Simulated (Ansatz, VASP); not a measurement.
WS2 in VASP and in Ansatz

```xyz
3
Lattice="1.5912 0.9187 6.5238 -1.5912 0.9187 6.5238 0.0000 -1.8373 6.5238" Properties=species:S:1:pos:R:3 pbc="T T T"
W     0.0000    0.0000    0.0130
S     0.0000    0.0000    4.9765
S     0.0000    0.0000    8.0978
```

Alike in both runs: functional r2SCAN; k mesh 6 × 6 × 6; occupations gaussian, width 0.1 eV; no spin polarisation.

Ansatz relaxed the structure, and its values are those at the end. VASP's run is a single point on that final structure, the one shown.

```csv
,VASP,Ansatz
version,VASP 6.6.1,Ansatz 0.2.0
potentials or method,"VASP PAW PBE potentials, release 64 (W_sv, S), cutoff 550 eV","scalar-relativistic, plane waves, PAW"
valence electrons in the cell,26,26
```

VASP gave:

* gap on the k mesh at the Fermi level (eV): 1.39
* least direct gap on the mesh (eV): 1.93
* pressure (GPa): 0.1
* rms of the force components (eV/Å): 0.006

Estimate Ansatz's values.

gap on the k mesh at the Fermi level (eV): 1.37; least direct gap on the mesh (eV): 1.92; pressure (GPa): -0.1; rms of the force components (eV/Å): 0.016.

VASP's potentials were made for PBE, not for r2SCAN.

Neither program's run includes spin-orbit coupling.
